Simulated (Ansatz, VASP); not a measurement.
One calculation of Ta, two programs

```
Ta
1.0
    -1.65493    1.65493    1.65493
     1.65493   -1.65493    1.65493
     1.65493    1.65493   -1.65493
Ta
1
Direct
  0.00000 0.00000 0.00000
```

Alike in both runs: task single point; functional LDA; k mesh 14 × 14 × 14; occupations fermi-dirac, width 0.05 eV; non-collinear spin, spin-orbit coupling.

```csv
,VASP,Ansatz
version,VASP 6.6.1,Ansatz 0.2.0
potentials or method,"VASP PAW LDA potentials, release 64 (Ta_pv), cutoff 520 eV",all-electron LAPW
```

|  | VASP | Ansatz | Ansatz less VASP |
| --- | --- | --- | --- |
| pressure (GPa) | -9.4 | -10.2 | -0.77 |
| net moment per atom (μB) | 0.00 | 0.00 | 0.000 |

LDA's correlation is that of Perdew and Zunger in VASP and of Perdew and Wang (1992) in Ansatz. Ansatz ran all-electron here, and VASP with PAW potentials.
